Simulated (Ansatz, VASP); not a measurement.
## Two plane-wave programs on GaN

```
CELL_PARAMETERS angstrom
3.18257 0.00000 0.00000
-1.59129 2.75619 0.00000
0.00000 0.00000 5.18541
ATOMIC_POSITIONS crystal
Ga 0.33333 0.66667 0.99919
Ga 0.66667 0.33333 0.49919
N 0.33333 0.66667 0.37581
N 0.66667 0.33333 0.87581
```

Alike in both runs: functional PBEsol; k mesh 10 × 10 × 6; occupations fermi-dirac, width 0.1 eV; no spin polarisation.

Ansatz relaxed the structure, and its values are those at the end. VASP's run is a single point on that final structure, the one shown.

|  | VASP | Ansatz |
| --- | --- | --- |
| version | VASP 6.6.1 | Ansatz 0.2.0 |
| potentials or method | VASP PAW PBE potentials, release 64 (Ga_d, N) | PAW with Ansatz's default frozen-core files, scalar-relativistic |
| plane-wave cutoff (eV) | 520 | 420 |
| valence electrons in the cell | 36 | 36 |

|  | VASP | Ansatz | Ansatz less VASP |
| --- | --- | --- | --- |
| pressure (GPa) | -0.1 | 0.0 | +0.14 |

VASP's potentials were made for PBE, not for PBEsol.
